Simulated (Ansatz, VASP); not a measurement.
## One calculation of Cr, two programs

```xyz
1
Lattice="-1.4077 1.4077 1.4077 1.4077 -1.4077 1.4077 1.4077 1.4077 -1.4077" Properties=species:S:1:pos:R:3 pbc="T T T"
Cr    0.0000    0.0000    0.0000
```

Alike in both runs: task relaxation of cell and atoms; functional PBEsol; k mesh 20 × 20 × 20; occupations gaussian, width 0.1 eV; no spin polarisation.

|  | VASP | Ansatz |
| --- | --- | --- |
| version | VASP 6.6.1 | Ansatz 0.2.0 |
| potentials or method | VASP PAW PBE potentials, release 64 (Cr_pv), cutoff 600 eV | scalar-relativistic, plane waves, PAW |
| valence electrons in the cell | 12 | 14 |

Ansatz gave:

| Property | Result |
| --- | --- |
| gap on the k mesh at the Fermi level, each at its own relaxed structure (eV) | none |
| relaxed volume (Å³/atom) | 11.14 |
| relaxed cell length with the largest relative difference (Å) | 2.437 |

What did VASP give for the same quantities?

gap on the k mesh at the Fermi level, each at its own relaxed structure (eV): none; relaxed volume (Å³/atom): 11.12; relaxed cell length with the largest relative difference (Å): 2.435.

VASP's potentials were made for PBE, not for PBEsol. A gap of «none» marks a metal or a gap that the smearing closes. VASP's potentials hold 12 valence electrons a cell and Ansatz's 14, so a difference there can come from the potentials and not from the codes.
